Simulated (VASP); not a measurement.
Here is a VASP 6.6.1 calculation.

Contents of INCAR:

```
SYSTEM = Ti3SnO8
PREC = Accurate ; ENCUT = 520
EDIFF = 1E-7 ; ISMEAR = 0
SIGMA = 0.01 ; LREAL = .FALSE.
LASPH = .TRUE. ; NELM = 150
ALGO = Normal ; ISIF = 2
LWAVE = .FALSE. ; LCHARG = .TRUE.
MAGMOM = 0 0 0 0 0 0 0 0 0 0 0 0 0 0 0 0 0 0 0 0 0 0 0 0 0 0 0 0 0 0 0 0 0 0 0 0 ; LORBIT = 11
LSORBIT = .TRUE. ; GGA_COMPAT = .FALSE.
LORBMOM = .TRUE. ; LMAXMIX = 4
GGA = PE ; LVHAR = .TRUE.
NBANDS = 120 ; KPAR = 8
```

The input KPOINTS:

```
Automatic mesh
0
G
  6 6 4
  0 0 0
```

POSCAR

```
Ti3SnO8
1.0
    3.2801821285     -3.2796426314      0.0000000000
    3.2801821285      3.2796426314      0.0000000000
    0.0000000000      0.0000000000      6.0391401847
Sn Ti O
1 3 8
Direct
    0.5000000000      0.5000000000      0.0000000000
    0.0000000000      0.0000000000      0.7450136174
    0.5000000000      0.5000000000      0.5000000000
    0.0000000000      0.0000000000      0.2549863826
    0.1879707841      0.1879707841      0.0000000000
    0.8120292159      0.8120292159      0.0000000000
    0.6997951569      0.3002048431      0.7383342333
    0.3002048431      0.6997951569      0.7383342333
    0.1946221259      0.1946221259      0.5000000000
    0.8053778741      0.8053778741      0.5000000000
    0.6997951569      0.3002048431      0.2616657667
    0.3002048431      0.6997951569      0.2616657667
```

Potentials or basis: VASP PAW PBE potentials, release 64 (Sn_d, Ti_sv, O).

Command:

```sh
$ cat potpaw_PBE.64/Sn_d/POTCAR potpaw_PBE.64/Ti_sv/POTCAR potpaw_PBE.64/O/POTCAR > POTCAR
$ mpirun -np 8 vasp_ncl > vasp.out
```

**Question.** What does it give for the largest force?

**Answer.** 0.220 eV/Å.

**Question.** Predict the pressure.

**Answer.** 6.7 GPa.

**Question.** Predict the net moment.

**Answer.** 0.00 μB per cell.

Forces on the atoms (eV/Å):
```
Sn   0.000  0.000  0.000
Ti   0.000  0.000 -0.007
Ti   0.000  0.000  0.000
Ti   0.000  0.000  0.007
O   -0.138  0.000  0.000
O    0.138  0.000  0.000
O    0.000 -0.168 -0.142
O    0.000  0.168 -0.142
O    0.062  0.000  0.000
O   -0.062  0.000  0.000
O    0.000 -0.168  0.142
O    0.000  0.168  0.142
```

Caveat: the cell stands under pressure.
